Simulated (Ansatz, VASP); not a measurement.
GaN in VASP and in Ansatz

INCAR

```
ALGO = Normal
EDIFF = 1E-6
ENCUT = 520
GGA = PE
ISIF = 2
ISMEAR = 0
LASPH = True
LCHARG = False
LREAL = False
LWAVE = False
NBANDS = 16
NELM = 100
PREC = Accurate
SIGMA = 0.02
```

KPOINTS

```
k-points
0
Gamma
  8 8 8
```

File POSCAR:

```
GaN
1.0
    0.0300466800      2.2685243400      2.2685243400
    2.2685243400      0.0300466800      2.2685243400
    2.2685243400      2.2685243400      0.0300466800
Ga N
1 1
Direct
    0.0000000000      0.0000000000      0.0000000000
    0.7500000000      0.7500000000      0.7500000000
```

Input for Ansatz:

```yaml
crystal:
  lattice:
    - [0.03004668, 2.26852434, 2.26852434]
    - [2.26852434, 0.03004668, 2.26852434]
    - [2.26852434, 2.26852434, 0.03004668]
  atoms:
    - { symbol: Ga, position: [0.0, 0.0, 0.0] }
    - { symbol: "N", position: [0.75, 0.75, 0.75] }
basis:
  ecutwfc: 510.0
kpoints:
  mp_grid:
    grid: [8, 8, 8]
hamiltonian:
  xc: pbe
scf:
  occupations:
    method: gaussian
    width: 0.02
output:
  stress: true
```

Alike in both runs: task single point; functional PBE; k mesh 8 × 8 × 8; occupations gaussian, width 0.02 eV; no spin polarisation.

|  | VASP | Ansatz |
| --- | --- | --- |
| version | VASP 6.6.1 | Ansatz 0.2.0 |
| potentials or method | VASP PAW PBE potentials, release 64 (Ga_d, N), cutoff 520 eV | plane waves, PAW |
| valence electrons in the cell | 18 | 18 |

|  | VASP | Ansatz | Ansatz less VASP |
| --- | --- | --- | --- |
| pressure (GPa) | 5.2 | 5.1 | -0.08 |
| traceless stress, the component that is largest in VASP (GPa) | -2.50 | -2.51 | -0.008 |
